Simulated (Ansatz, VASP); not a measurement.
# Tl2Ga in VASP and in Ansatz

```xyz
6
Lattice="4.8262 0.0000 0.0000 0.0000 4.8262 0.0000 0.0000 0.0000 6.9479" Properties=species:S:1:pos:R:3 pbc="T T T"
Tl    0.0000    2.4131    1.4104
Tl    0.0000    2.4131    4.8844
Tl    2.4131    0.0000    2.0635
Tl    2.4131    0.0000    5.5375
Ga    0.0000    0.0000    0.0000
Ga    2.4131    2.4131    3.4739
```

Alike in both runs: task relaxation of cell and atoms; functional PBE; k mesh 4 × 4 × 4; occupations gaussian, width 0.1 eV; no spin polarisation.

```csv
,VASP,Ansatz
version,VASP 6.6.1,Ansatz 0.2.0
potentials or method,"VASP PAW PBE potentials, release 64 (Tl_d, Ga_d), cutoff 500 eV","scalar-relativistic, plane waves, PAW"
valence electrons in the cell,78,78
```

```tsv
	VASP	Ansatz	Ansatz less VASP
gap on the k mesh at the Fermi level, each at its own relaxed structure (eV)	none	none	-
relaxed volume (Å³/atom)	29.83	29.82	-0.011
relaxed length of the cell vector where the two differ most in proportion (Å)	6.995	6.951	-0.0437
```

A gap of «none» marks a metal or a gap that the smearing closes.

Spin-orbit coupling is off throughout.
